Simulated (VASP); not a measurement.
Crystal: PbSe.

```
CELL_PARAMETERS angstrom
3.98327 0.00000 0.00000
-1.99163 3.44961 0.00000
0.00000 0.00000 6.49273
ATOMIC_POSITIONS crystal
Pb 0.00000 0.00000 0.00000
Pb 0.00000 0.00000 0.50000
Se 0.33333 0.66667 0.25000
Se 0.66667 0.33333 0.75000
```

| Quantity | Value |
| --- | --- |
| Program | VASP 6.6.1 |
| Task | relaxation of cell and atoms |
| Functional | PBE |
| Potentials or basis | VASP PAW PBE potentials, release 64 (Pb_d, Se) |
| Cutoff | 600 eV |
| k mesh | 6 × 6 × 4 |
| Occupations | fermi-dirac, width 0.02 eV |
| Spin | no spin polarisation |

At the start: pressure 29.0 GPa; volume 22.30 Å³/atom.

Where does the relaxation end?

Over 8 steps the energy falls by 590.3 meV/atom and the volume is 30.44 Å³/atom (+36.5 %); space group P6_3/mmc (No. 194, to 0.1 Å) before and after.

Step by step:
```tsv
step	energy change (eV)	largest force (eV/Å)	pressure (GPa)	volume (Å³)
1	0.0000	0.0000	29.04	89.21
2	-1.6588	0.0000	-6.09	152.17
3	-2.3348	0.0000	-0.04	122.76
4	-2.3344	0.0000	-0.32	123.50
5	-2.3487	0.0000	-0.33	123.28
6	-2.3602	0.0000	-0.36	122.78
7	-2.3610	0.0000	0.22	121.20
8	-2.3613	0.0000	0.00	121.78
```

Final structure:
```
CELL_PARAMETERS angstrom
4.30818 0.00000 0.00000
-2.15409 3.73099 0.00000
0.00000 0.00000 7.57610
ATOMIC_POSITIONS crystal
Pb 0.00000 0.00000 0.00000
Pb 0.00000 0.00000 0.50000
Se 0.33333 0.66667 0.25000
Se 0.66667 0.33333 0.75000
```

Caveat: the volume moved by over 15 % at a fixed basis, so the end points are rough.
